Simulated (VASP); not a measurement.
A run of VASP 6.6.1 is set up as follows.

POSCAR

```
Al3GaN4
1.0
   -5.0380822009      0.0000000000     -0.0000609628
    0.0000000000     -3.1249488261      0.0000000000
   -0.0066540871      0.0000000000     16.8207859607
Al Ga N
6 2 8
Direct
    0.5001593117      0.5000000000      0.5366251392
    0.4999309589      0.5000000000      0.2149759008
    0.9994083563      0.5000000000      0.1080747672
    0.9996367091      0.5000000000      0.4297240056
    0.9994141866      1.0000000000      0.5895008611
    0.9991858338      1.0000000000      0.2678516227
    0.5005435170      1.0000000000      0.0538133536
    0.5007718699      1.0000000000      0.3754625920
    0.8893312514      1.0000000000      0.0538495545
    0.8895596043      1.0000000000      0.3754987930
    0.8777053560      0.5000000000      0.5365856462
    0.8774770031      0.5000000000      0.2149364077
    0.3746644474      0.5000000000      0.1099336004
    0.3748928002      0.5000000000      0.4315828389
    0.3770034059      1.0000000000      0.5876418204
    0.3767750530      1.0000000000      0.2659925819
```

Contents of INCAR.step1:

```
SYSTEM = Al3GaN4
  PREC = Accurate
  ENCUT = 520
  ISMEAR = 0
  SIGMA = 0.05
  LREAL = Auto
  LASPH = .TRUE.
  NELM = 60
  NBANDS = 56
  GGA = PE
  ALGO = Normal
  EDIFF = 1E-4
  LWAVE = .TRUE.
  LCHARG = .FALSE.
```

Contents of INCAR.step2:

```
SYSTEM = Al3GaN4
  PREC = Accurate
  ENCUT = 520
  EDIFF = 1E-6
  ISMEAR = 0
  SIGMA = 0.05
  LREAL = Auto
  LASPH = .TRUE.
  NELM = 60
  ALGO = Normal
  ISIF = 2
  LWAVE = .FALSE.
  LCHARG = .FALSE.
  METAGGA = R2SCAN
  LMIXTAU = .TRUE.
  NBANDS = 56
  ISTART = 1
```

Contents of KPOINTS:

```
Automatic mesh
0
G
  5 7 2
  0 0 0
```

Potentials or basis: VASP PAW PBE potentials, release 64 (Al, Ga_d, N).

Command:

```sh
$ cat potpaw_PBE.64/Al/POTCAR potpaw_PBE.64/Ga_d/POTCAR potpaw_PBE.64/N/POTCAR > POTCAR
$ cp INCAR.step1 INCAR
$ mpirun -np 1 vasp_std > vasp.out
$ cp INCAR.step2 INCAR
$ mpirun -np 1 vasp_std > vasp.out
```

Question: What does it give for the largest force?

Answer: 3.085 eV/Å.

Question: Estimate the band gap on the k mesh.

Answer: 1.46 eV (least direct gap 1.55 eV).

Forces on the atoms (eV/Å):
```
Al   1.230  0.000  1.784
Al  -0.465  0.000  0.330
Al   1.151  0.000 -1.641
Al  -0.470  0.000 -0.230
Al  -2.093  0.000 -2.267
Al   0.130  0.000 -0.164
Ga  -2.129  0.000  1.492
Ga   0.140  0.000  0.179
N    0.907  0.000  0.664
N   -0.053  0.000  0.280
N    0.308  0.000  1.267
N   -0.085  0.000  0.559
N    0.480  0.000 -1.059
N   -0.089  0.000 -0.489
N    0.984  0.000 -0.314
N    0.054  0.000 -0.391
```

Caveat: the cell differs from its parent crystal (the distance across one plane changed); the PAW data sets were made with another functional, which shifts forces and pressure a little. A k mesh can miss the band edges.
